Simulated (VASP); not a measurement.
Wanted: the native input for a VASP 6.6.1 run.

| Property | Result |
| --- | --- |
| Task | single point |
| Functional | BLYP |
| Potentials or basis | VASP PAW PBE potentials, release 64 (Ir) |
| Cutoff | 520 eV |
| k mesh | 15 × 15 × 4 |
| Occupations | fermi-dirac, width 0.1 eV |
| Spin | no spin polarisation |
| Dipole correction | no |
| Further INCAR settings | ALGO = Normal; EDIFF = 1e-06; NBANDS = 26 |

The structure of Ir lies in POSCAR:

```
Ir
1.0
    2.8222120879      0.0000000000      0.0000000000
   -1.4111060439      2.4441073630      0.0000000000
    0.0000000000      0.0000000000      9.2221280138
Ir
4
Direct
    1.0000000000      1.0000000000      1.0000000000
    1.0000000000      1.0000000000      0.5000000000
    0.3333333333      0.6666666667      0.2500000000
    0.6666666667      0.3333333333      0.7500000000
```

This cell differs from its parent crystal: volume scaled by 1.04.

The input as run:

INCAR

```
SYSTEM = Ir
  PREC = Accurate
  ENCUT = 520
  EDIFF = 1E-6
  ISMEAR = -1
  SIGMA = 0.1
  LREAL = .FALSE.
  LASPH = .TRUE.
  NELM = 100
  ALGO = Normal
  ISIF = 2
  LWAVE = .FALSE.
  LCHARG = .TRUE.
  GGA = B5
  ALDAX = 1.0
  AGGAX = 1.0
  AGGAC = 1.0
  ALDAC = 0.0
  LELF = .TRUE.
  LVHAR = .TRUE.
  NBANDS = 26
```

KPOINTS

```
regular mesh
0
G
  15 15 4
  0 0 0
```

Potentials or basis: VASP PAW PBE potentials, release 64 (Ir).

Launch:

```console
$ cat potpaw_PBE.64/Ir/POTCAR > POTCAR
$ mpirun -np 1 vasp_std > vasp.out
```

Results of the run:

| Item | Value |
| --- | --- |
| Pressure | -8.4 GPa |
| Band gap on the k mesh | zero (band 18 reaches 9.85 eV, above the bottom of band 19 at 7.78 eV) |

Caveat: the PAW data sets were made with another functional, which shifts forces and pressure a little; spin-orbit coupling is left out, which moves the levels of the heavy elements.

Wall time 74 s on 1 thread of Intel(R) Xeon(R) 6975P-C (Granite Rapids) (shared host), peak memory 0.24 GiB.
